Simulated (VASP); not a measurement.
# Al2Au (Fm-3m) in VASP: further runs

The runs below take Al2Au through electric field gradients, with LDA.

Everything below comes from runs of VASP 6.6.1. Logs are shortened: lines on timing, memory, paths and dates and some standing lists are left out, and cuts for length are marked.

**1. The cell of the first run**

Symmetry: Fm-3m, No. 225, cubic system. Conventional cell: a = 5.878 Å, b = 5.878 Å, c = 5.878 Å, α = 90.00°, β = 90.00°, γ = 90.00°. Within 3.4 Å of Al (site symmetry -43m) lie 4 Au at 2.55 Å and 6 Al at 2.94 Å. Au (site symmetry m-3m) has 8 Al at 2.55 Å within 3.4 Å.

**2. Electric field gradients, LDA (volume scaled by 0.94)**

INCAR

```
SYSTEM = Al2Au
PREC = Accurate
ENCUT = 520
EDIFF = 1E-8
ISMEAR = -1
SIGMA = 0.05
LREAL = .FALSE.
LASPH = .TRUE.
NELM = 60
ALGO = Normal
ISIF = 2
LWAVE = .FALSE.
LCHARG = .FALSE.
LEFG = .TRUE.
NBANDS = 16
```

KPOINTS

```
Automatic mesh
0
G
  11 11 11
  0 0 0
```

POSCAR

```
Al2Au
1.0
    0.0000000000      2.9387583262      2.9387583262
    2.9387583262      0.0000000000      2.9387583262
    2.9387583262      2.9387583262      0.0000000000
Al Au
2 1
Direct
    0.2500000000      0.2500000000      0.2500000000
    0.7500000000      0.7500000000      0.7500000000
    0.0000000000      0.0000000000      0.0000000000
```

Potentials or basis: VASP PAW LDA potentials, release 64 (Al, Au).

On the command line:

```bash
$ cat potpaw_LDA.64/Al/POTCAR potpaw_LDA.64/Au/POTCAR > POTCAR
$ mpirun -np 1 vasp_std > vasp.out
```

OUTCAR:

```text
SYSTEM = Al2Au
   PREC = Accurate
   ENCUT = 520
   EDIFF = 1E-8
   ISMEAR = -1
   LREAL = .FALSE.
   LASPH = .TRUE.
   NELM = 60
   ISIF = 2

 ion  position               nearest neighbor table
   1  0.250  0.250  0.250-   3 2.55   3 2.55   3 2.55   3 2.55   2 2.94   2 2.94   2 2.94   2 2.94
                             2 2.94   2 2.94
   2  0.750  0.750  0.750-   3 2.55   3 2.55   3 2.55   3 2.55   1 2.94   1 2.94   1 2.94   1 2.94
                             1 2.94   1 2.94
   3  0.000  0.000  0.000-   2 2.55   2 2.55   2 2.55   1 2.55   2 2.55   1 2.55   1 2.55   1 2.55

  LATTYP: Found a face centered cubic cell.
 ALAT       =     5.8775166524

  Lattice vectors:

 A1 = (   0.0000000000,   2.9387583262,   2.9387583262)
 A2 = (   2.9387583262,   0.0000000000,   2.9387583262)
 A3 = (   2.9387583262,   2.9387583262,   0.0000000000)

Analysis of symmetry for initial positions (statically):
=====================================================================
 Subroutine PRICEL returns:
 Original cell was already a primitive cell.

 Routine SETGRP: Setting up the symmetry group for a
 face centered cubic supercell.

 Subroutine GETGRP returns: Found 48 space group operations
 (whereof 48 operations were pure point group operations)
 out of a pool of 48 trial point group operations.

The static configuration has the point symmetry O_h .

Analysis of symmetry for dynamics (positions and initial velocities):
=====================================================================
 Subroutine PRICEL returns:
 Original cell was already a primitive cell.

 Routine SETGRP: Setting up the symmetry group for a
 face centered cubic supercell.

 Subroutine GETGRP returns: Found 48 space group operations
 (whereof 48 operations were pure point group operations)
 out of a pool of 48 trial point group operations.

The dynamic configuration has the point symmetry O_h .

 Subroutine INISYM returns: Found 48 space group operations
 (whereof 48 operations are pure point group operations),
 and found     1 'primitive' translations

----------------------------------------------------------------------------------------

                                     Primitive cell

  volume of cell :      50.7600

  direct lattice vectors                    reciprocal lattice vectors
     0.000000000  2.938758326  2.938758326    -0.170139884  0.170139884  0.170139884
     2.938758326  0.000000000  2.938758326     0.170139884 -0.170139884  0.170139884
     2.938758326  2.938758326  0.000000000     0.170139884  0.170139884 -0.170139884

  length of vectors
     4.156031881  4.156031881  4.156031881     0.294690923  0.294690923  0.294690923

  position of ions in fractional coordinates (direct lattice)
     0.250000000  0.250000000  0.250000000
     0.750000000  0.750000000  0.750000000
     0.000000000  0.000000000  0.000000000

  ion indices of the primitive-cell ions
   primitive index   ion index
                 1           1
                 2           2
                 3           3

----------------------------------------------------------------------------------------

 KPOINTS: Automatic mesh

Automatic generation of k-mesh.
 Grid dimensions read from file:
 generate k-points for:   11   11   11

 Generating k-lattice:

  Cartesian coordinates                     Fractional coordinates (reciprocal lattice)
    -0.015467262  0.015467262  0.015467262     0.090909091  0.000000000  0.000000000
     0.015467262 -0.015467262  0.015467262     0.000000000  0.090909091  0.000000000
     0.015467262  0.015467262 -0.015467262     0.000000000  0.000000000  0.090909091

  Length of vectors
     0.026790084  0.026790084  0.026790084

  Shift w.r.t. Gamma in fractional coordinates (k-lattice)
     0.000000000  0.000000000  0.000000000

 Subroutine IBZKPT returns following result:
 ===========================================

 Found     56 irreducible k-points:

 Following reciprocal coordinates:
            Coordinates               Weight
  0.000000  0.000000  0.000000      1.000000
  0.090909  0.000000  0.000000      8.000000
  0.181818  0.000000  0.000000      8.000000
  0.272727  0.000000  0.000000      8.000000
  0.363636  0.000000  0.000000      8.000000
  0.454545  0.000000  0.000000      8.000000
[... 16 lines left out ...]
 -0.272727  0.181818  0.000000     24.000000
 -0.181818  0.181818  0.000000     12.000000
 [... further k-points ...]
   k-points           NKPTS =     56   k-points in BZ     NKDIM =     56   number of bands    NBANDS=     16
   number of dos      NEDOS =    301   number of ions     NIONS =      3
   total plane-waves  NPLWV =  32768
   dimension x,y,z NGX =    32 NGY =   32 NGZ =   32
   dimension x,y,z NGXF=    64 NGYF=   64 NGZF=   64
   ions per type =               2   1
   NGX,Y,Z   is equivalent  to a cutoff of  12.80, 12.80, 12.80 a.u.
   NGXF,Y,Z  is equivalent  to a cutoff of  25.60, 25.60, 25.60 a.u.
 SYSTEM =  Al2Au
   PREC   = accura    normal or accurate (medium, high low for compatibility)
   ISTART =      0    job   : 0-new  1-cont  2-samecut
   ICHARG =      2    charge: 1-file 2-atom 10-const
   ISPIN  =      1    spin polarized calculation?
   LNONCOLLINEAR =      F non collinear calculations
   LSORBIT =      F    spin-orbit coupling
   LASPH  =      T    aspherical Exc in radial PAW
   ENCUT  =  520.0 eV  38.22 Ry    6.18 a.u.   7.73  7.73  7.73*2*pi/ulx,y,z
   NELM   =     60;   NELMIN=  2; NELMDL= -5     # of ELM steps
   EDIFF  = 0.1E-07   stopping-criterion for ELM
   LREAL  =      F    real-space projection
   EDIFFG = 0.1E-06   stopping-criterion for IOM
   NSW    =      0    number of steps for IOM
   IBRION =     -1    ionic relax: 0-MD 1-quasi-New 2-CG
   NFREE  =      0    steps in history (QN), initial steepest desc. (CG)
   ISIF   =      2    stress and relaxation
   ISYM   =      2    0-nonsym 1-usesym 2-fastsym
   POTIM  = 0.5000    time-step for ionic-motion
   TEBEG  =    0.0;   TEEND  =   0.0 temperature during run
   PSTRESS=    0.0 pullay stress
   NELECT =      17.0000    total number of electrons
   NUPDOWN=      -1.0000    fix difference up-down
   EMIN   =  10.00;   EMAX   =-10.00  energy-range for DOS
   EFERMI =   0.00;   METHOD = LEGACY
   ISMEAR =    -1;   SIGMA  =   0.05  broadening in eV -4-tet -1-fermi 0-gaus
   EFERMI_NEDOS =   21; number of points for ismear=-14 and -15
   IALGO  =     38    algorithm
   IMIX   =      4    mixing-type and parameters
     AMIX     =   0.40;   BMIX     =  1.00
     AMIX_MAG =   1.60;   BMIX_MAG =  1.00
  volume/ion in A,a.u.               =      16.92       114.18
  Fermi-wavevector in a.u.,A,eV,Ry     =   1.136887  2.148405 17.585691  1.292512
  Thomas-Fermi vector in A             =   2.273592
   LORBIT       =      0    0 simple, 1 ext, 2 COOP (PROOUT), +10 PAW based schemes
   GGA     = CA    functional components
   LHFCALC =     F    Hartree Fock is set to
   AEXX    =    0.0000 exact exchange contribution
   IVDW    =     0    specifies the selected vdW correction
   LEPSILON=     F    determine dielectric tensor
   LRPA    =     F    only Hartree local field effects (RPA)
 non-spin polarized calculation
  energy-cutoff  :      520.00
  volume of cell :       50.76
 maximum number of plane-waves:      1387
   NGX = 15   NGY = 15   NGZ = 15

 number of electron      16.9999999 magnetization

 Free energy of the ion-electron system (eV)
  ---------------------------------------------------
  ext. energy  EPLUGINS =         0.00000000
  ---------------------------------------------------
  free energy    TOTEN  =       -14.25250703 eV

  energy without entropy =      -14.24439222  energy(sigma->0) =      -14.24844962

 E-fermi :   8.3686     XC(G=0): -10.9866

 val. band max:        8.3571286369   @ k =   0.4545   0.0909   0.0000
 cond. band min:       8.3787466607   @ k =  -0.3636   0.1818   0.0000
 fundamental gap:      0.0216180238
 Fermi energy:         8.3685655385

 k-point     1 :       0.0000    0.0000    0.0000
  band No.  band energies     occupation
      1      -2.6708      2.00000
      2       1.3553      2.00000
      3       1.3553      2.00000
      4       1.3553      2.00000
      5       2.3887      2.00000
      6       2.3887      2.00000
[... 8 lines left out ...]
     15      14.2137      0.00000
     16      14.2137      0.00000
[... 419 lines left out ...]
 k-point    24 :      -0.1818    0.1818    0.0000
  band No.  band energies     occupation
      1      -1.5129      2.00000
      2       1.0769      2.00000
      3       1.5919      2.00000
      4       1.6215      2.00000
      5       2.2626      2.00000
      6       2.5036      2.00000
[... 8 lines left out ...]
     15      15.6022      0.00000
     16      17.4559      0.00000

 [... further k-points ...]
[... 5 lines left out ...]
  --------------------------------------------------------------------------------------
  -------------------------------------------------------------------------------------
  Total        1.7651329      1.7651329      1.7651329      0.0000000     -0.0000000     -0.0000000
  in kB       55.7142624     55.7142624     55.7142624      0.0000000     -0.0000000     -0.0000000
  external PRESSURE =      55.7142624 kB  Pullay stress =       0.0000000 kB

 VOLUME and BASIS-vectors are now :
 -----------------------------------------------------------------------------
  energy-cutoff  :      520.00
  volume of cell :       50.76
      direct lattice vectors                 reciprocal lattice vectors
     0.000000000  2.938758326  2.938758326    -0.170139884  0.170139884  0.170139884
     2.938758326  0.000000000  2.938758326     0.170139884 -0.170139884  0.170139884
     2.938758326  2.938758326  0.000000000     0.170139884  0.170139884 -0.170139884

 POSITION                                       TOTAL-FORCE (eV/Angst)
 -----------------------------------------------------------------------------------
      1.46938      1.46938      1.46938         0.000000      0.000000      0.000000
      4.40814      4.40814      4.40814        -0.000000     -0.000000     -0.000000
      0.00000      0.00000      0.00000        -0.000000     -0.000000      0.000000
 -----------------------------------------------------------------------------------
    total drift:                                0.000000     -0.000000      0.000000

  FREE ENERGIE OF THE ION-ELECTRON SYSTEM (eV)
  ---------------------------------------------------
  free  energy   TOTEN  =       -14.2525070334 eV

  energy  without entropy=      -14.2443922160  energy(sigma->0) =      -14.24844962

 Electric field gradients (V/A^2)
---------------------------------------------------------------------
 ion       V_xx      V_yy      V_zz      V_xy      V_xz      V_yz
---------------------------------------------------------------------
   1       0.000     0.000     0.000     0.000     0.000     0.000
   2       0.000     0.000     0.000     0.000     0.000     0.000
   3      -0.000     0.000     0.000     0.001     0.001     0.001
---------------------------------------------------------------------

 Electric field gradients after diagonalization (V/A^2)
 (convention: |V_zz| > |V_xx| > |V_yy|)
----------------------------------------------------------------------
 ion       V_xx      V_yy      V_zz     asymmetry (V_yy - V_xx)/ V_zz
----------------------------------------------------------------------
   1      -0.000    -0.000     0.000       0.000
   2      -0.000    -0.000     0.000       0.000
   3      -0.001    -0.001     0.001       0.000
----------------------------------------------------------------------

           NMR quadrupolar parameters

 Cq : quadrupolar parameter    Cq=e*Q*V_zz/h
 eta: asymmetry parameters     (V_yy - V_xx)/ V_zz
 Q  : nuclear electric quadrupole moment in mb (millibarn)
----------------------------------------------------------------------
 ion       Cq(MHz)       eta       Q (mb)
----------------------------------------------------------------------
   1       0.000       0.000       1.000
   2       0.000       0.000       1.000
   3       0.000       0.000       1.000
----------------------------------------------------------------------
```

Run time: 48 s. Hardware: 1 thread of AMD EPYC 7R43 (Zen 3), shared host; peak memory 0.15 GiB.

What came out:

| Property | Result |
| --- | --- |
| Free energy | -14.2525 eV |
| Pressure | 5.6 GPa |

Caveat: without QUAD_EFG the Cq values of the log hold for a quadrupole moment of 1 mb, not for the nuclei; spin-orbit coupling is left out, which moves the levels of the heavy elements.

(Continued in part 2 of 2.)
